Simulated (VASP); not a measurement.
# F (P6_3/mmc) in VASP: a series of runs

The runs below take F through single point, relaxation of cell and atoms, with LDA.

Program: VASP 6.6.1. These are calculated values, not measurements. Logs are shortened: lines on timing, memory, paths and dates and some standing lists are left out, and cuts for length are marked.

## Step 1: The cell of the first run

Symmetry: P6_3/mmc, No. 194, hexagonal system. Conventional cell: a = 2.208 Å, b = 2.208 Å, c = 2.820 Å, α = 90.00°, β = 90.00°, γ = 120.00°. F (site symmetry -6m2) has 12 F at 1.90 to 2.21 Å within 2.5 Å.

## Step 2: Single point, LDA

Contents of INCAR:

```
SYSTEM = F
ALGO = Normal ; EDIFF = 1E-6
ENCUT = 520 ; ISIF = 2
ISMEAR = -1 ; LASPH = .True.
LCHARG = .False. ; LREAL = .False.
LWAVE = .False. ; NBANDS = 14
NELM = 100 ; PREC = Accurate
SIGMA = 0.1
```

Contents of KPOINTS:

```
k-points
0
Gamma
  19 19 10
  0 0 0
```

Contents of POSCAR:

```
F
1.0
    2.2080547002     -0.0000000001      0.0000000000
   -1.1040273500      1.9122314633      0.0000000000
    0.0000000000      0.0000000000      2.8202319863
F
2
Direct
    0.3333333333      0.6666666667      0.2500000000
    0.6666666667      0.3333333333      0.7500000000
```

Potentials or basis: VASP PAW LDA potentials, release 64 (F).

The run is started by

```sh
> cat potpaw_LDA.64/F/POTCAR > POTCAR
> mpirun -np 1 vasp_std > vasp.out
```

OUTCAR:

```text
SYSTEM = F
   EDIFF = 1E-6
   ENCUT = 520
   ISIF = 2
   ISMEAR = -1
   LASPH = .True.
   LREAL = .False.
   NELM = 100
   PREC = Accurate

 ion  position               nearest neighbor table
   1  0.333  0.667  0.250-   2 1.90   2 1.90   2 1.90   2 1.90   2 1.90   2 1.90
   2  0.667  0.333  0.750-   1 1.90   1 1.90   1 1.90   1 1.90   1 1.90   1 1.90

  LATTYP: Found a hexagonal cell.
 ALAT       =     2.2080547002
 C/A-ratio  =     1.2772473372

  Lattice vectors:

 A1 = (   2.2080547002,  -0.0000000001,   0.0000000000)
 A2 = (  -1.1040273500,   1.9122314633,   0.0000000000)
 A3 = (   0.0000000000,   0.0000000000,   2.8202319863)

Analysis of symmetry for initial positions (statically):
=====================================================================
 Subroutine PRICEL returns:
 Original cell was already a primitive cell.

 Routine SETGRP: Setting up the symmetry group for a
 hexagonal supercell.

 Subroutine GETGRP returns: Found 24 space group operations
 (whereof 12 operations were pure point group operations)
 out of a pool of 24 trial point group operations.

The static configuration has the point symmetry D_3d.
 The point group associated with its full space group is D_6h.

Analysis of symmetry for dynamics (positions and initial velocities):
=====================================================================
 Subroutine PRICEL returns:
 Original cell was already a primitive cell.

 Routine SETGRP: Setting up the symmetry group for a
 hexagonal supercell.

 Subroutine GETGRP returns: Found 24 space group operations
 (whereof 12 operations were pure point group operations)
 out of a pool of 24 trial point group operations.

The dynamic configuration has the point symmetry D_3d.
 The point group associated with its full space group is D_6h.

 Subroutine INISYM returns: Found 24 space group operations
 (whereof 12 operations are pure point group operations),
 and found     1 'primitive' translations

----------------------------------------------------------------------------------------

                                     Primitive cell

  volume of cell :      11.9079

  direct lattice vectors                    reciprocal lattice vectors
     2.208054700 -0.000000000  0.000000000     0.452887331  0.261474622  0.000000000
    -1.104027350  1.912231463  0.000000000     0.000000000  0.522949245  0.000000000
     0.000000000  0.000000000  2.820231986     0.000000000  0.000000000  0.354580760

  length of vectors
     2.208054700  2.208054700  2.820231986     0.522949245  0.522949245  0.354580760

  position of ions in fractional coordinates (direct lattice)
     0.333333333  0.666666667  0.250000000
     0.666666667  0.333333333  0.750000000

  ion indices of the primitive-cell ions
   primitive index   ion index
                 1           1
                 2           2

----------------------------------------------------------------------------------------

 KPOINTS: k-points

Automatic generation of k-mesh.
 Grid dimensions read from file:
 generate k-points for:   19   19   10

 Generating k-lattice:

  Cartesian coordinates                     Fractional coordinates (reciprocal lattice)
     0.023836175  0.013761822  0.000000000     0.052631579 -0.000000000  0.000000000
     0.000000000  0.027523644  0.000000000     0.000000000  0.052631579  0.000000000
     0.000000000  0.000000000  0.035458076     0.000000000  0.000000000  0.100000000

  Length of vectors
     0.027523644  0.027523644  0.035458076

  Shift w.r.t. Gamma in fractional coordinates (k-lattice)
     0.000000000  0.000000000  0.000000000

 Subroutine IBZKPT returns following result:
 ===========================================

 Found    240 irreducible k-points:

 Following reciprocal coordinates:
            Coordinates               Weight
  0.000000  0.000000  0.000000      1.000000
  0.052632  0.000000  0.000000      6.000000
  0.105263  0.000000  0.000000      6.000000
  0.157895  0.000000  0.000000      6.000000
  0.210526  0.000000  0.000000      6.000000
  0.263158  0.000000  0.000000      6.000000
[... 16 lines left out ...]
  0.263158  0.105263  0.000000     12.000000
  0.315789  0.105263  0.000000     12.000000
 [... further k-points ...]
   k-points           NKPTS =    240   k-points in BZ     NKDIM =    240   number of bands    NBANDS=     14
   number of dos      NEDOS =    301   number of ions     NIONS =      2
   total plane-waves  NPLWV =   6144
   dimension x,y,z NGX =    16 NGY =   16 NGZ =   24
   dimension x,y,z NGXF=    32 NGYF=   32 NGZF=   48
   ions per type =               2
   NGX,Y,Z   is equivalent  to a cutoff of  12.05, 12.05, 14.15 a.u.
   NGXF,Y,Z  is equivalent  to a cutoff of  24.09, 24.09, 28.29 a.u.
 SYSTEM =  F
   PREC   = accura    normal or accurate (medium, high low for compatibility)
   ISTART =      0    job   : 0-new  1-cont  2-samecut
   ICHARG =      2    charge: 1-file 2-atom 10-const
   ISPIN  =      1    spin polarized calculation?
   LNONCOLLINEAR =      F non collinear calculations
   LSORBIT =      F    spin-orbit coupling
   LASPH  =      T    aspherical Exc in radial PAW
   ENCUT  =  520.0 eV  38.22 Ry    6.18 a.u.   4.11  4.11  5.24*2*pi/ulx,y,z
   NELM   =    100;   NELMIN=  2; NELMDL= -5     # of ELM steps
   EDIFF  = 0.1E-05   stopping-criterion for ELM
   LREAL  =      F    real-space projection
   EDIFFG = 0.1E-04   stopping-criterion for IOM
   NSW    =      0    number of steps for IOM
   IBRION =     -1    ionic relax: 0-MD 1-quasi-New 2-CG
   NFREE  =      0    steps in history (QN), initial steepest desc. (CG)
   ISIF   =      2    stress and relaxation
   ISYM   =      2    0-nonsym 1-usesym 2-fastsym
   POTIM  = 0.5000    time-step for ionic-motion
   TEBEG  =    0.0;   TEEND  =   0.0 temperature during run
   PSTRESS=    0.0 pullay stress
   NELECT =      14.0000    total number of electrons
   NUPDOWN=      -1.0000    fix difference up-down
   EMIN   =  10.00;   EMAX   =-10.00  energy-range for DOS
   EFERMI =   0.00;   METHOD = LEGACY
   ISMEAR =    -1;   SIGMA  =   0.10  broadening in eV -4-tet -1-fermi 0-gaus
   EFERMI_NEDOS =   21; number of points for ismear=-14 and -15
   IALGO  =     38    algorithm
   IMIX   =      4    mixing-type and parameters
     AMIX     =   0.40;   BMIX     =  1.00
     AMIX_MAG =   1.60;   BMIX_MAG =  1.00
  volume/ion in A,a.u.               =       5.95        40.18
  Fermi-wavevector in a.u.,A,eV,Ry     =   1.727849  3.265161 40.619682  2.985462
  Thomas-Fermi vector in A             =   2.802895
   LORBIT       =      0    0 simple, 1 ext, 2 COOP (PROOUT), +10 PAW based schemes
   GGA     = CA    functional components
   LHFCALC =     F    Hartree Fock is set to
   AEXX    =    0.0000 exact exchange contribution
   IVDW    =     0    specifies the selected vdW correction
   LEPSILON=     F    determine dielectric tensor
   LRPA    =     F    only Hartree local field effects (RPA)
 non-spin polarized calculation
  energy-cutoff  :      520.00
  volume of cell :       11.91
 maximum number of plane-waves:       332
   NGX =  9   NGY =  9   NGZ = 11

 number of electron      14.0000003 magnetization

 Free energy of the ion-electron system (eV)
  ---------------------------------------------------
  ext. energy  EPLUGINS =         0.00000000
  ---------------------------------------------------
  free energy    TOTEN  =        -1.80798117 eV

  energy without entropy =       -1.74111371  energy(sigma->0) =       -1.77454744

 E-fermi :   3.0629     XC(G=0): -14.1952

 val. band max:        3.0615303911   @ k =   0.3158   0.1053   0.1000
 cond. band min:       3.0676500426   @ k =   0.1579   0.0526   0.2000
 fundamental gap:      0.0061196515
 Fermi energy:         3.0628770437

 k-point     1 :       0.0000    0.0000    0.0000
  band No.  band energies     occupation
      1     -24.0085      2.00000
      2     -16.2268      2.00000
      3      -5.3924      2.00000
      4       1.1088      2.00000
      5       1.1088      2.00000
      6       3.2937      0.18083
      7       3.2937      0.18083
      8       4.6981      0.00000
      9      21.9185      0.00000
     10      24.0858      0.00000
     11      35.5715      0.00000
     12      37.3850      0.00000
     13      37.3850      0.00000
     14      42.2949      0.00000

 k-point     2 :       0.0526    0.0000    0.0000
  band No.  band energies     occupation
      1     -23.9401      2.00000
      2     -16.2219      2.00000
      3      -5.3288      2.00000
      4       0.9393      2.00000
      5       1.0326      2.00000
      6       3.1746      0.49323
      7       3.3167      0.14642
      8       4.6417      0.00000
      9      22.0570      0.00000
     10      24.2572      0.00000
     11      35.4092      0.00000
     12      36.3049      0.00000
     13      37.5696      0.00000
     14      43.6539      0.00000

 k-point     3 :       0.1053    0.0000    0.0000
  band No.  band energies     occupation
      1     -23.7365      2.00000
      2     -16.2138      2.00000
      3      -5.1397      2.00000
      4       0.4580      2.00000
      5       0.8259      2.00000
      6       2.8398      1.80591
      7       3.3704      0.08830
      8       4.4740      0.00000
      9      22.4390      0.00000
     10      24.7358      0.00000
     11      34.4566      0.00000
     12      34.9125      0.00000
     13      38.1110      0.00000
     14      42.5917      0.00000
[... 324 lines left out ...]
 k-point    23 :       0.2632    0.1053    0.0000
  band No.  band energies     occupation
      1     -21.5906      2.00000
      2     -16.5918      2.00000
      3      -3.1590      2.00000
      4      -2.7090      2.00000
      5      -1.1134      2.00000
      6       0.9303      2.00000
      7       2.6810      1.95702
      8       3.1920      0.43135
      9      24.0790      0.00000
     10      28.1502      0.00000
     11      30.0522      0.00000
     12      30.3903      0.00000
     13      38.5394      0.00000
     14      40.9867      0.00000

 k-point    24 :       0.3158    0.1053    0.0000
  band No.  band energies     occupation
      1     -20.9277      2.00000
      2     -16.8946      2.00000
      3      -3.3826      2.00000
      4      -2.5532      2.00000
      5      -1.2142      2.00000
      6       0.3947      2.00000
      7       2.1170      1.99984
      8       3.1524      0.57991
      9      23.8756      0.00000
     10      28.8894      0.00000
     11      29.4965      0.00000
     12      30.0090      0.00000
     13      38.5129      0.00000
     14      40.5029      0.00000

 [... further k-points ...]
[... 5 lines left out ...]
  --------------------------------------------------------------------------------------
  -------------------------------------------------------------------------------------
  Total        6.8738233      6.8738233      6.9361809      0.0000000      0.0000000      0.0000000
  in kB      924.8553705    924.8553705    933.2454329      0.0000000      0.0000000      0.0000000
  external PRESSURE =     927.6520580 kB  Pullay stress =       0.0000000 kB

 VOLUME and BASIS-vectors are now :
 -----------------------------------------------------------------------------
  energy-cutoff  :      520.00
  volume of cell :       11.91
      direct lattice vectors                 reciprocal lattice vectors
     2.208054700 -0.000000000  0.000000000     0.452887331  0.261474622  0.000000000
    -1.104027350  1.912231463  0.000000000     0.000000000  0.522949245  0.000000000
     0.000000000  0.000000000  2.820231986     0.000000000  0.000000000  0.354580760

 POSITION                                       TOTAL-FORCE (eV/Angst)
 -----------------------------------------------------------------------------------
     -0.00000      1.27482      0.70506         0.000000     -0.000000      0.000000
      1.10403      0.63741      2.11517        -0.000000      0.000000      0.000000
 -----------------------------------------------------------------------------------
    total drift:                                0.000000     -0.000000      0.000000

  FREE ENERGIE OF THE ION-ELECTRON SYSTEM (eV)
  ---------------------------------------------------
  free  energy   TOTEN  =        -1.8079811727 eV

  energy  without entropy=       -1.7411137112  energy(sigma->0) =       -1.77454744
```

Run time: 6.9 s. Hardware: 1 thread of Intel Xeon 6975P-C (Granite Rapids), shared host; peak memory 0.13 GiB.

Results:

* Free energy: -1.8080 eV
* Pressure: 92.8 GPa
* Band gap on the k mesh: zero (bands 7 and 8 overlap by 2.33 eV)

Stress tensor (GPa, compression positive):
```
92.49  0.00  0.00
 0.00 92.49  0.00
 0.00  0.00 93.32
```

Caveat: the cell stands under pressure.

## Step 3: Relaxation of cell and atoms, LDA, target pressure 93 GPa, at which the enthalpy is minimised

Contents of INCAR:

```
SYSTEM = F
PREC = Accurate
ENCUT = 600
EDIFF = 1E-6
ISMEAR = -1
SIGMA = 0.1
LREAL = .False.
LASPH = .True.
NELM = 100
ALGO = Normal
ISIF = 3
LWAVE = .False.
LCHARG = .False.
GGA = CA
IBRION = 2
NSW = 32
EDIFFG = -0.005
PSTRESS = 930.0
```

Contents of KPOINTS:

```
regular mesh
0
Gamma
  19 19 10
  0 0 0
```

Contents of POSCAR:

```
F
1.0
    2.2075344802      0.0000000000      0.0000000000
   -1.1037672400      1.9117809396      0.0000000000
    0.0000000000      0.0000000000      2.8216404769
F
2
Direct
    0.3333333333      0.6666666667      0.2500000000
    0.6666666667      0.3333333333      0.7500000000
```

Potentials or basis: VASP PAW LDA potentials, release 64 (F).

The run is started by

```sh
> cat potpaw_LDA.64/F/POTCAR > POTCAR
> mpirun -np 1 vasp_std > vasp.out
```

It took 31 s on 1 thread of Intel Xeon 6975P-C (Granite Rapids), shared host; peak memory 0.14 GiB.

It converged, with:

- Free energy: -1.8060 eV
- Relaxed volume: 5.95 Å³/atom
- Relaxed cell: a = 2.206 Å, b = 2.206 Å, c = 2.822 Å, α = 90.00°, β = 90.00°, γ = 120.00°
- Space group after relaxing (to 0.1 Å): P6_3/mmc (No. 194)
- Energy change on relaxing (the run minimises the enthalpy): +2.8 meV/atom
- Ionic steps: 9
- Pressure after relaxing: 93.0 GPa
- Band gap on the k mesh: zero (bands 7 and 8 overlap by 2.33 eV)

Stress tensor (GPa, compression positive):
```
92.92  0.00  0.00
 0.00 92.92  0.00
 0.00  0.00 93.11
```

Step by step:
```
step  energy change (eV)  largest force (eV/Å)  pressure (GPa)  volume (Å³)
   1              0.0000                0.0000           92.64        11.91
   2              0.0132                0.0000           93.54        11.89
   3              0.0059                0.0000           93.09        11.90
   4              0.0053                0.0000           93.11        11.90
   5              0.0026                0.0000           92.85        11.90
   6              0.0045                0.0000           93.00        11.90
   7              0.0048                0.0000           92.94        11.90
   8              0.0051                0.0000           92.96        11.90
   9              0.0056                0.0000           92.99        11.90
```

Final structure:
```
F
1.0
     2.20649    0.00000    0.00000
    -1.10325    1.91088    0.00000
     0.00000    0.00000    2.82203
F
2
Direct
  0.33333 0.66667 0.25000
  0.66667 0.33333 0.75000
```

Levels at points of the mesh, in eV from the Fermi level:
```tsv
k point	band 3	band 4	band 5	band 6	band 7	band 8	band 9	band 10	band 11
(0.00, 0.00, 0.00)	-8.47	-1.94	-1.94	0.24	0.24	1.64	18.88	21.05	32.47
(0.00, 0.00, 0.50)	-2.80	-2.80	-0.85	-0.85	-0.85	-0.85	21.85	21.85	34.67
```

Caveat: the cell is relaxed towards a set pressure, so the run minimises the enthalpy, not the energy.
